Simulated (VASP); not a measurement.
A run of VASP 6.6.1 is set up as follows.

The input INCAR:

```
ALGO = Normal
EDIFF = 1E-6
ENCUT = 520
GGA = PE
ISIF = 2
ISMEAR = -1
LASPH = T
LCHARG = F
LREAL = F
LWAVE = F
NBANDS = 10
NELM = 100
PREC = Accurate
SIGMA = 0.05
```

KPOINTS

```
k-points
0
Gamma
  21 21 21
```

File POSCAR:

```
B
1.0
   -1.5055928028      1.5055928028      0.7048948715
    1.5055928028     -1.5055928028      0.7048948715
    1.5055928028      1.5055928028     -0.7048948715
B
2
Direct
   -0.3750000000     -0.1250000000     -0.2500000000
    0.3750000000      0.1250000000      0.2500000000
```

Potentials or basis: VASP PAW PBE potentials, release 64 (B).

Command:

```console
$ cat potpaw_PBE.64/B/POTCAR > POTCAR
$ mpirun -np 1 vasp_std > vasp.out
```

(1) Estimate the pressure.

(2) Predict the band gap on the k mesh.

## Answers

(1) 591.6 GPa.

(2) zero (bands 3 and 4 overlap by 13.65 eV).

Caveat: the cell stands under pressure.
